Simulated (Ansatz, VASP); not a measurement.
## One calculation of CaF2, two programs

The input INCAR:

```
  PREC = Accurate
  ENCUT = 600
  EDIFF = 1E-6
  ISMEAR = 0
  SIGMA = 0.1
  LREAL = F
  LASPH = T
  NELM = 120
  ALGO = Normal
  ISIF = 2
  LWAVE = F
  LCHARG = F
  GGA = PE
  NBANDS = 19
  GGA_COMPAT = F
```

Contents of KPOINTS:

```
Automatic mesh
0
Gamma
  6 6 6
```

POSCAR

```
CaF2
1.0
    0.0000000000      2.7312500000      2.7312500000
    2.7312500000      0.0000000000      2.7312500000
    2.7312500000      2.7312500000      0.0000000000
Ca F
1 2
Direct
    0.0000000000      0.0000000000      0.0000000000
    0.2500000000      0.2500000000      0.2500000000
    0.7500000000      0.7500000000      0.7500000000
```

Input for Ansatz:

```yaml
crystal:
  lattice:
    - [0.0, 2.73125, 2.73125]
    - [2.73125, 0.0, 2.73125]
    - [2.73125, 2.73125, 0.0]
  atoms:
    - { symbol: Ca, position: [0.0, 0.0, 0.0] }
    - { symbol: F, position: [0.25, 0.25, 0.25] }
    - { symbol: F, position: [0.75, 0.75, 0.75] }
basis:
  ecutwfc: 420
kpoints:
  mp_grid: { grid: [6, 6, 6] }
hamiltonian:
  xc: pbe
scf:
  occupations: { method: gaussian, width: 0.1 }
output:
  forces: true
  stress: true
  eigenvalues: true
```

Alike in both runs: task single point; functional PBE; k mesh 6 × 6 × 6; occupations gaussian, width 0.1 eV; no spin polarisation.

|  | VASP | Ansatz |
| --- | --- | --- |
| version | VASP 6.6.1 | Ansatz 0.2.0 |
| potentials or method | VASP PAW PBE potentials, release 64 (Ca_sv, F), cutoff 600 eV | scalar-relativistic, plane waves, PAW |
| valence electrons in the cell | 24 | 24 |

```csv
,VASP,Ansatz,Ansatz less VASP
gap on the k mesh at the Fermi level (eV),7.28,7.30,+0.021
least direct gap on the mesh (eV),7.53,7.55,+0.019
pressure (GPa),2.4,2.2,-0.22
```
